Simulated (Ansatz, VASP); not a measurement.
**One calculation of As, two programs**

```
As
1.0
     3.78600    0.00000    0.00000
    -1.89300    3.27877    0.00000
     0.00000    0.00000   28.00000
As
2
Direct
  0.33333 0.66667 0.51064
  0.66667 0.33333 0.48936
```

Alike in both runs: task single point; functional PBE; k mesh 9 × 9 × 1; occupations gaussian, width 0.02 eV; no spin polarisation.

|  | VASP | Ansatz |
| --- | --- | --- |
| version | VASP 6.6.1 | Ansatz 0.2.0 |
| potentials or method | VASP PAW PBE potentials, release 64 (As), cutoff 520 eV | scalar-relativistic, plane waves, PAW |
| valence electrons in the cell | 10 | 30 |

VASP gave:

* gap on the k mesh at the Fermi level (eV): none
* rms of the force components (eV/Å): 1.647
* work function, face that differs most (eV): 4.21

**Question.** What did Ansatz give for the same quantities?

**Answer.** gap on the k mesh at the Fermi level (eV): none; rms of the force components (eV/Å): 1.631; work function, face that differs most (eV): 4.22.

Atom by atom the forces differ by 0.015 eV/Å (rms over components). A gap of «none» marks a metal or a gap that the smearing closes. The functional is the same, so the differences come from potentials, cutoffs and numerics. VASP's potentials hold 10 valence electrons a cell and Ansatz's 30, so a difference there can come from the potentials and not from the codes.
